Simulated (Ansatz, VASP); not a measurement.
# Two plane-wave programs on CoSn2

```
Co Sn
1.0
    -3.13977    3.13977    2.69879
     3.13977   -3.13977    2.69879
     3.13977    3.13977   -2.69879
Co Sn
2 4
Direct
  0.25000 0.25000 0.00000
  0.75000 0.75000 0.00000
  0.66633 0.16633 0.83266
  0.16633 0.33367 0.50000
  0.33367 0.83367 0.16734
  0.83367 0.66633 0.50000
```

Alike in both runs: functional PBEsol; k mesh 8 × 8 × 8; occupations gaussian, width 0.1 eV; no spin polarisation.

Ansatz relaxed the structure, and its values are those at the end. VASP's run is a single point on that final structure, the one shown.

|  | VASP | Ansatz |
| --- | --- | --- |
| version | VASP 6.6.1 | Ansatz 0.2.0 |
| potentials or method | VASP PAW PBE potentials, release 64 (Co, Sn_d), cutoff 520 eV | scalar-relativistic, plane waves, PAW |
| valence electrons in the cell | 74 | 90 |

```csv
,VASP,Ansatz,Ansatz less VASP
gap on the k mesh at the Fermi level (eV),none,none,-
pressure (GPa),0.0,0.0,+0.02
```

VASP's potentials were made for PBE, not for PBEsol. A gap of «none» marks a metal or a gap that the smearing closes. With one functional, cell and mesh, what is left measures potentials, basis and numerics. VASP's potentials hold 74 valence electrons a cell and Ansatz's 90, so a difference there can come from the potentials and not from the codes.
